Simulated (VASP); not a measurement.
Crystal: BaHfO3.

```
Ba Hf O
1.0
     4.60288    0.00000    0.00000
     0.00000    4.60288    0.00000
     0.00000    0.00000    4.60288
Ba Hf O
1 1 3
Direct
  0.00000 0.00000 0.00000
  0.50000 0.50000 0.50000
  0.50000 0.50000 0.00000
  0.50000 0.00000 0.50000
  0.00000 0.50000 0.50000
```

```yaml
Program: VASP 6.6.1
Task: relaxation of cell and atoms
Functional: PBE
Potentials_or_basis: VASP PAW PBE potentials, release 64 (Ba_sv, Hf_pv, O)
Cutoff: 600 eV
k_mesh: 6 × 6 × 6
Occupations: fermi-dirac, width 0.02 eV
Spin: no spin polarisation
```

At the start: pressure -23.7 GPa; volume 19.50 Å³/atom.

**Question.** Where does the relaxation end?

**Answer.** Over 7 steps the energy falls by 446.1 meV/atom and the volume is 14.82 Å³/atom (-24.0 %); space group Pm-3m (No. 221, to 0.1 Å) before and after.

The path:
```tsv
step	energy change (eV)	largest force (eV/Å)	pressure (GPa)	volume (Å³)
1	0.0000	0.0000	-23.66	97.52
2	-0.9406	0.0000	40.96	62.26
3	-2.2291	0.0000	-1.03	74.56
4	-2.2306	0.0000	-0.15	74.14
5	-2.2297	0.0000	0.78	73.72
6	-2.2298	0.0000	-0.75	74.43
7	-2.2306	0.0000	-0.02	74.08
```

Final structure:
```
Ba Hf O
1.0
     4.19982    0.00000    0.00000
     0.00000    4.19982    0.00000
     0.00000    0.00000    4.19982
Ba Hf O
1 1 3
Direct
  0.00000 0.00000 0.00000
  0.50000 0.50000 0.50000
  0.50000 0.50000 0.00000
  0.50000 0.00000 0.50000
  0.00000 0.50000 0.50000
```

Caveat: the volume moved by over 15 % at a fixed basis, so the end points are rough.
